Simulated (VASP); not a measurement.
## Co: single point with PBE

Crystal: Co.

```
CELL_PARAMETERS angstrom
0.00000 1.76004 1.76004
1.76004 0.00000 1.76004
1.76004 1.76004 0.00000
ATOMIC_POSITIONS crystal
Co 0.00000 0.00000 0.00000
```

This isn't the form of Co at room conditions, which is hcp.

| Quantity | Value |
| --- | --- |
| Program | VASP 6.6.1 |
| Task | single point |
| Functional | PBE |
| Potentials or basis | VASP PAW PBE potentials, release 64 (Co) |
| Cutoff | 520 eV |
| k mesh | 20 × 20 × 20 |
| Occupations | gaussian, width 0.05 eV |
| Spin | collinear spin, ferromagnetic start |
| Starting moments | [1.88] μB |
| Dipole correction | no |
| Further INCAR settings | ALGO = Normal; EDIFF = 1e-06; NBANDS = 14 |

- Pressure: -0.7 GPa
- Net moment: 1.64 μB per cell
- Site moments: Co +1.65 μB
- Valence electrons inside the program's atomic spheres: Co 8.26

Levels at points of the mesh, in eV from the Fermi level:
Spin up:
```tsv
k point	band 2	band 3	band 4	band 5	band 6	band 7	band 8	band 9
(0.00, 0.00, 0.00)	-2.71	-2.71	-2.71	-1.69	-1.69	22.99	27.30	27.30
(0.50, 0.00, 0.00)	-2.85	-2.85	-0.79	-0.79	-0.29	6.08	21.56	24.80
(0.50, 0.50, 0.00)	-4.64	-0.91	-0.53	-0.53	2.50	9.51	14.83	14.83
```
Spin down:
```tsv
k point	band 1	band 2	band 3	band 4	band 5	band 6	band 7	band 8	band 9
(0.00, 0.00, 0.00)	-8.98	-1.15	-1.15	-1.15	0.31	0.31	22.67	27.46	27.46
(0.50, 0.00, 0.00)	-4.29	-1.15	-1.15	-0.34	1.12	1.12	7.08	21.25	25.11
(0.50, 0.50, 0.00)	-4.08	-3.38	1.18	1.28	1.28	2.51	10.42	15.00	15.00
```

Wall time 2.2 min on 1 thread of Intel Xeon 8259CL (shared host), peak memory 0.18 GiB.
